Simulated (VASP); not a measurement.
Runs of VASP 6.6.1 on Al. The typed cell holds 1 atom: a = 2.839 Å, b = 2.840 Å, c = 2.869 Å, α = 60.19°, β = 62.21°, γ = 59.49°. 

```csv
level,potentials or basis,grid for exact exchange (PRECFOCK),share of exact exchange,screening parameter,gap on the mesh (eV),pressure (GPa)
HSE06,"VASP PAW PBE potentials, release 64 (Al)",Normal,0.25,0.2079 1/Å,none,(b)
LDA,"VASP PAW LDA potentials, release 64 (Al)",-,-,-,none,(a)
r2SCAN0,"VASP PAW PBE potentials, release 64 (Al)",Normal,0.25,-,none,-3.7
PBE0,"VASP PAW PBE potentials, release 64 (Al)",Normal,0.25,-,none,-1.8
r2SCAN,"VASP PAW PBE potentials, release 64 (Al)",-,-,-,none,-3.8
```

Alike in all rows: task single point; no spin polarisation; cell as given; k mesh 6 × 7 × 6; cutoff (eV) 520; smearing fermi-dirac 0.05 eV.

**Question.** Fill in the values left out.

**Answer.** (a) -3.5; (b) -1.4.

Caveats: all runs use coarse meshes; the PAW data sets were made with another functional, which shifts forces and pressure a little (at least some runs).

A gap of «none» marks levels without a gap at the run's occupations.
